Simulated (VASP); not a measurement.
Set up this calculation in VASP 6.6.1, as the native input.

```
Task                   : single point
Functional             : LDA
Potentials or basis    : VASP PAW LDA potentials, release 64 (Tl_d)
Cutoff                 : 520 eV
k mesh                 : 10 × 10 × 10
Occupations            : fermi-dirac, width 0.05 eV
Spin                   : no spin polarisation
Dipole correction      : no
Further INCAR settings : ALGO = Fast; EDIFF = 1e-06; NBANDS = 12
```

The structure of Tl lies in POSCAR:

```
Tl
1.0
   -1.8157850712      1.8157850712      1.8157850712
    1.8157850712     -1.8157850712      1.8157850712
    1.8157850712      1.8157850712     -1.8157850712
Tl
1
Direct
    0.0000000000      0.0000000000      0.0000000000
```

This cell differs from its parent crystal: volume scaled by 0.8.

These files were run (other wordings do the same):

INCAR

```
  PREC = Accurate
  ENCUT = 520
  EDIFF = 1E-6
  ISMEAR = -1
  SIGMA = 0.05
  LREAL = F
  LASPH = T
  NELM = 80
  ALGO = Fast
  ISIF = 2
  LWAVE = F
  LCHARG = F
  GGA = CA
  NBANDS = 12
```

KPOINTS

```
regular mesh
0
Gamma
  10 10 10
```

Potentials or basis: VASP PAW LDA potentials, release 64 (Tl_d).

Command:

```sh
$ cat potpaw_LDA.64/Tl_d/POTCAR > POTCAR
$ mpirun -np 1 vasp_std > vasp.out
```

Results of the run:

```
Pressure : 8.1 GPa
```

Run time: 4.8 s on 1 thread of Intel(R) Xeon(R) Platinum 8488C (Sapphire Rapids), on a shared host, peak memory 0.13 GiB.
